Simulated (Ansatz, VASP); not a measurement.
One calculation of AlCo, two programs

```
Co Al
1.0
     0.00000    2.14602    2.14602
     2.14602    0.00000    2.14602
     2.14602    2.14602    0.00000
Co Al
1 1
Cartesian
  0.0000 0.0000 0.0000
  2.1460 2.1460 2.1460
```

Change from the starting cell: volume scaled by 0.72, LAPW.

Alike in both runs: task single point; functional PBE; k mesh 15 × 15 × 15; occupations fermi-dirac, width 0.05 eV; no spin polarisation.

```csv
,VASP,Ansatz
version,VASP 6.6.1,Ansatz 0.2.0
potentials or method,"VASP PAW PBE potentials, release 64 (Co, Al), cutoff 520 eV","all-electron LAPW, scalar-relativistic"
```

|  | VASP | Ansatz | Ansatz less VASP |
| --- | --- | --- | --- |
| pressure (GPa) | 78.0 | 77.4 | -0.62 |

Both programs put the cell under a high pressure, so it lies far from rest at this level. Ansatz ran all-electron here, and VASP with PAW potentials.

Noted on VASP's run: the cell as given lies far from equilibrium.
